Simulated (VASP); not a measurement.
# TiRh3 (Pm-3m) in VASP: relaxation of cell and atoms with LDA

Aim: the relaxation of cell and atoms of TiRh3 with LDA.

Everything below comes from runs of VASP 6.6.1. Logs are shortened: lines on timing, memory, paths and dates and some standing lists are left out, and cuts for length are marked.

## 1. The cell of the first run

Symmetry: Pm-3m, No. 221, cubic system. Conventional cell: a = 3.822 Å, b = 3.822 Å, c = 3.822 Å, α = 90.00°, β = 90.00°, γ = 90.00°. Within 3.6 Å of Ti (site symmetry m-3m) lie 12 Rh at 2.70 Å. Within 3.6 Å of Rh (site symmetry 4/mmm) lie 4 Ti at 2.70 Å and 8 Rh at 2.70 Å.

## 2. Relaxation of cell and atoms, LDA

Contents of INCAR:

```
PREC = Accurate ; ENCUT = 600
EDIFF = 1E-7 ; ISMEAR = 1
SIGMA = 0.1 ; LREAL = False
LASPH = True ; NELM = 80
ALGO = Normal ; ISIF = 3
LWAVE = False ; LCHARG = False
GGA = CA ; IBRION = 2
NSW = 80 ; EDIFFG = -0.03
```

Contents of KPOINTS:

```
regular mesh
0
Gamma
  12 12 12
```

Contents of POSCAR:

```
TiRh3
1.0
    3.8220000000      0.0000000000      0.0000000000
    0.0000000000      3.8220000000      0.0000000000
    0.0000000000      0.0000000000      3.8220000000
Ti Rh
1 3
Direct
    0.0000000000      0.0000000000      0.0000000000
    0.0000000000      0.5000000000      0.5000000000
    0.5000000000      0.0000000000      0.5000000000
    0.5000000000      0.5000000000      0.0000000000
```

Potentials or basis: VASP PAW LDA potentials, release 64 (Ti_sv, Rh_pv).

On the command line:

```sh
cat potpaw_LDA.64/Ti_sv/POTCAR potpaw_LDA.64/Rh_pv/POTCAR > POTCAR
mpirun -np 1 vasp_std > vasp.out
```

OUTCAR:

```text
PREC = Accurate
   ENCUT = 600
   EDIFF = 1E-7
   ISMEAR = 1
   LREAL = False
   LASPH = True
   NELM = 80
   ISIF = 3
   GGA = CA
   IBRION = 2
   NSW = 80
   EDIFFG = -0.03

 ion  position               nearest neighbor table
   1  0.000  0.000  0.000-   2 2.70   3 2.70   4 2.70   2 2.70   3 2.70   2 2.70   4 2.70   2 2.70
                             3 2.70   4 2.70   3 2.70   4 2.70
   2  0.000  0.500  0.500-   1 2.70   3 2.70   4 2.70   1 2.70   4 2.70   1 2.70   3 2.70   1 2.70
                             3 2.70   4 2.70   4 2.70   3 2.70
   3  0.500  0.000  0.500-   1 2.70   2 2.70   4 2.70   1 2.70   4 2.70   2 2.70   4 2.70   4 2.70
                             1 2.70   2 2.70   1 2.70   2 2.70
   4  0.500  0.500  0.000-   1 2.70   2 2.70   3 2.70   2 2.70   3 2.70   1 2.70   3 2.70   3 2.70
                             1 2.70   2 2.70   2 2.70   1 2.70

  LATTYP: Found a simple cubic cell.
 ALAT       =     3.8220000000

  Lattice vectors:

 A1 = (   3.8220000000,   0.0000000000,   0.0000000000)
 A2 = (   0.0000000000,   3.8220000000,   0.0000000000)
 A3 = (   0.0000000000,   0.0000000000,   3.8220000000)

Analysis of symmetry for initial positions (statically):
=====================================================================
 Subroutine PRICEL returns:
 Original cell was already a primitive cell.

 Routine SETGRP: Setting up the symmetry group for a
 simple cubic supercell.

 Subroutine GETGRP returns: Found 48 space group operations
 (whereof 48 operations were pure point group operations)
 out of a pool of 48 trial point group operations.

The static configuration has the point symmetry O_h .

Analysis of symmetry for dynamics (positions and initial velocities):
=====================================================================
 Subroutine PRICEL returns:
 Original cell was already a primitive cell.

 Routine SETGRP: Setting up the symmetry group for a
 simple cubic supercell.

 Subroutine GETGRP returns: Found 48 space group operations
 (whereof 48 operations were pure point group operations)
 out of a pool of 48 trial point group operations.

The dynamic configuration has the point symmetry O_h .

 Subroutine INISYM returns: Found 48 space group operations
 (whereof 48 operations are pure point group operations),
 and found     1 'primitive' translations

[... 99 lines left out ...]
   LREAL  =      F    real-space projection
   EDIFFG = -.3E-01   stopping-criterion for IOM
   NSW    =     80    number of steps for IOM
   IBRION =      2    ionic relax: 0-MD 1-quasi-New 2-CG
   NFREE  =      1    steps in history (QN), initial steepest desc. (CG)
   ISIF   =      3    stress and relaxation
   ISYM   =      2    0-nonsym 1-usesym 2-fastsym
   POTIM  = 0.5000    time-step for ionic-motion
   TEBEG  =    0.0;   TEEND  =   0.0 temperature during run
   PSTRESS=    0.0 pullay stress
   NELECT =      57.0000    total number of electrons
   NUPDOWN=      -1.0000    fix difference up-down
   EMIN   =  10.00;   EMAX   =-10.00  energy-range for DOS
   EFERMI =   0.00;   METHOD = LEGACY
   ISMEAR =     1;   SIGMA  =   0.10  broadening in eV -4-tet -1-fermi 0-gaus
   EFERMI_NEDOS =   21; number of points for ismear=-14 and -15
   IALGO  =     38    algorithm
   IMIX   =      4    mixing-type and parameters
     AMIX     =   0.40;   BMIX     =  1.00
     AMIX_MAG =   1.60;   BMIX_MAG =  1.00
  volume/ion in A,a.u.               =      13.96        94.19
  Fermi-wavevector in a.u.,A,eV,Ry     =   1.648450  3.115119 36.972298  2.717387
  Thomas-Fermi vector in A             =   2.737737
   LORBIT       =      0    0 simple, 1 ext, 2 COOP (PROOUT), +10 PAW based schemes
   GGA     = CA    functional components
   LHFCALC =     F    Hartree Fock is set to
   AEXX    =    0.0000 exact exchange contribution
   IVDW    =     0    specifies the selected vdW correction
   LEPSILON=     F    determine dielectric tensor
   LRPA    =     F    only Hartree local field effects (RPA)
 conjugate gradient relaxation of ions
 non-spin polarized calculation
 Methfessel and Paxton  Order N= 1 SIGMA  =   0.10
  energy-cutoff  :      600.00
  volume of cell :       55.83
 maximum number of plane-waves:      1888
 NGX is ok and might be reduce to    32
   NGX = 15   NGY = 15   NGZ = 15

--------------------------------------- Ionic step        1  -------------------------------------------

 number of electron      57.0000005 magnetization

 Free energy of the ion-electron system (eV)
  ---------------------------------------------------
  ext. energy  EPLUGINS =         0.00000000
  ---------------------------------------------------
  free energy    TOTEN  =       -37.14207641 eV

  energy without entropy =      -37.14320226  energy(sigma->0) =      -37.14245169

------------------------ aborting loop because EDIFF is reached ----------------------------------------

  FORCE on cell =-STRESS in cart. coord.  units (eV):
  Direction    XX          YY          ZZ          XY          YZ          ZX
  --------------------------------------------------------------------------------------
  -------------------------------------------------------------------------------------
  Total       -3.3864838     -3.3864838     -3.3864838     -0.0000000      0.0000000     -0.0000000
  in kB      -97.1823801    -97.1823801    -97.1823801     -0.0000000      0.0000000     -0.0000000
  external PRESSURE =     -97.1823801 kB  Pullay stress =       0.0000000 kB
[... 63 lines left out ...]
--------------------------------------- Ionic step        3  -------------------------------------------

 number of electron      56.9999975 magnetization

 Free energy of the ion-electron system (eV)
  ---------------------------------------------------
  ext. energy  EPLUGINS =         0.00000000
  ---------------------------------------------------
  free energy    TOTEN  =       -37.20799682 eV

  energy without entropy =      -37.20885021  energy(sigma->0) =      -37.20828129

 E-fermi :  11.6223     XC(G=0): -14.1370

 val. band max:       11.6209038142   @ k =   0.3333   0.2500   0.1667
 cond. band min:      11.6229376807   @ k =   0.1667   0.0833   0.0000
 fundamental gap:      0.0020338665
 Fermi energy:        11.6222775155

 k-point     1 :       0.0000    0.0000    0.0000
  band No.  band energies     occupation
      1     -44.5394      2.00000
      2     -34.8032      2.00000
      3     -34.8032      2.00000
      4     -34.8032      2.00000
      5     -34.4735      2.00000
      6     -34.4735      2.00000
[... 877 lines left out ...]
     33      13.6387      0.00000
     34      13.9479      0.00000

 [... further k-points ...]
[... 5 lines left out ...]
  --------------------------------------------------------------------------------------
  -------------------------------------------------------------------------------------
  Total       -0.1120346     -0.1120346     -0.1120346     -0.0000000      0.0000000     -0.0000000
  in kB       -3.3365069     -3.3365069     -3.3365069     -0.0000000      0.0000000     -0.0000000
  external PRESSURE =      -3.3365069 kB  Pullay stress =       0.0000000 kB
[... 19 lines left out ...]
  FREE ENERGIE OF THE ION-ELECTRON SYSTEM (eV)
  ---------------------------------------------------
  free  energy   TOTEN  =       -37.2079968223 eV

  energy  without entropy=      -37.2088502104  energy(sigma->0) =      -37.20828129

 reached required accuracy - stopping structural energy minimisation
```

It took 7.5 min on 1 thread of Oxide Virtual Turin-like, shared host; peak memory 0.25 GiB.

What came out:

* Free energy: -37.2080 eV
* Relaxed volume: 13.45 Å³/atom
* Relaxed cell: a = 3.775 Å, b = 3.775 Å, c = 3.775 Å, α = 90.00°, β = 90.00°, γ = 90.00°
* Space group after relaxing (to 0.05 Å): Pm-3m (No. 221)
* Energy gained by relaxing: 16.5 meV/atom
* Ionic steps: 3
* Pressure after relaxing: -0.3 GPa

The path:
```csv
step,energy change (eV),largest force (eV/Å),pressure (GPa),volume (Å³)
1,0.0000,0.0000,-9.72,55.83
2,0.3148,0.0000,29.64,49.27
3,-0.0659,0.0000,-0.33,53.80
```

Final structure:
```xyz
4
Lattice="3.7751 0.0000 0.0000 0.0000 3.7751 0.0000 0.0000 0.0000 3.7751" Properties=species:S:1:pos:R:3 pbc="T T T"
Ti    0.0000    0.0000    0.0000
Rh    0.0000    1.8875    1.8875
Rh    1.8875    0.0000    1.8875
Rh    1.8875    1.8875    0.0000
```

LDA usually gives volumes a few per cent too small. Zero-point motion and thermal expansion aren't in these numbers.
